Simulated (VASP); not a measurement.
Al:

```
Al
1.0
     2.81246    0.00000    0.00000
    -1.40623    2.43566    0.00000
     0.00000    0.00000    4.86685
Al
2
Direct
  0.66667 0.33333 0.75000
  0.33333 0.66667 0.25000
```

Base run:

| Item | Value |
| --- | --- |
| Program | VASP 6.6.1 |
| Functional | PBE |
| Potentials or basis | VASP PAW PBE potentials, release 64 (Al) |
| Cutoff | 500 eV |
| k mesh | 9 × 9 × 6 |
| Occupations | gaussian, width 0.1 eV |
| Spin | no spin polarisation |

Its results: band gap on the k mesh zero (band 3 reaches 11.21 eV, above the bottom of band 4 at 5.03 eV); pressure 0.1 GPa.

Problem. The run is repeated on the same cell with these changes: functional from PBE to PBEsol. What comes out?

Solution. Band gap on the k mesh zero (band 3 reaches 11.15 eV, above the bottom of band 4 at 4.98 eV); pressure -1.3 GPa.

PBEsol binds more tightly than PBE, so the same cell stands under less pressure.

Caveats: the PAW data sets were made with another functional, which shifts forces and pressure a little (some runs).
